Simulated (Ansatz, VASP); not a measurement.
# One calculation of HfH2, two programs

The input POSCAR:

```
HfH2
1.0
   -1.8250109400      1.8250109400      2.2883475300
    1.8250109400     -1.8250109400      2.2883475300
    1.8250109400      1.8250109400     -2.2883475300
Hf H
1 2
Direct
    0.0000000000      0.0000000000      0.0000000000
    0.7500000000      0.2500000000      0.5000000000
    0.2500000000      0.7500000000      0.5000000000
```

Contents of INCAR.step1:

```
ALGO = Normal
EDIFF = 1E-4
ENCUT = 520
GGA = PE
ISMEAR = 0
LASPH = True
LCHARG = False
LREAL = False
LWAVE = True
NBANDS = 13
NELM = 60
PREC = Accurate
SIGMA = 0.1
```

INCAR.step2

```
ALGO = Normal
EDIFF = 1E-7
ENCUT = 520
ISIF = 2
ISMEAR = 0
ISTART = 1
LASPH = True
LCHARG = False
LMIXTAU = True
LREAL = False
LWAVE = False
METAGGA = R2SCAN
NBANDS = 13
NELM = 60
PREC = Accurate
SIGMA = 0.1
```

KPOINTS

```
k-points
0
Gamma
  16 16 16
```

Input for Ansatz:

```yaml
crystal:
  lattice:
    - [-1.82501094, 1.82501094, 2.28834753]
    - [1.82501094, -1.82501094, 2.28834753]
    - [1.82501094, 1.82501094, -2.28834753]
  atoms:
    - { symbol: Hf, position: [0.0, 0.0, 0.0] }
    - { symbol: H, position: [0.75, 0.25, 0.5] }
    - { symbol: H, position: [0.25, 0.75, 0.5] }
basis:
  ecutwfc: 500
kpoints:
  mp_grid: { grid: [16, 16, 16] }
hamiltonian:
  xc: r2scan
scf:
  occupations: { method: gaussian, width: 0.1 }
output:
  forces: true
  stress: true
  eigenvalues: true
  populations: true
```

Alike in both runs: task single point; functional r2SCAN; k mesh 16 × 16 × 16; occupations gaussian, width 0.1 eV; no spin polarisation.

|  | VASP | Ansatz |
| --- | --- | --- |
| version | VASP 6.6.1 | Ansatz 0.2.0 |
| potentials or method | VASP PAW PBE potentials, release 64 (Hf_pv, H), cutoff 520 eV | scalar-relativistic, plane waves, PAW |
| valence electrons in the cell | 12 | 28 |

|  | VASP | Ansatz | Ansatz less VASP |
| --- | --- | --- | --- |
| gap on the k mesh at the Fermi level (eV) | none | none | - |
| pressure (GPa) | -19.4 | -18.5 | +0.87 |
| traceless stress, the component that is largest in VASP (GPa) | 0.82 | 0.75 | -0.072 |

VASP's potentials were made for PBE, not for r2SCAN. A gap of «none» marks a metal or a gap that the smearing closes. The functional is the same, so the differences come from potentials, cutoffs and numerics. VASP's potentials hold 12 valence electrons a cell and Ansatz's 28, so a difference there can come from the potentials and not from the codes.

Spin-orbit coupling is off throughout.
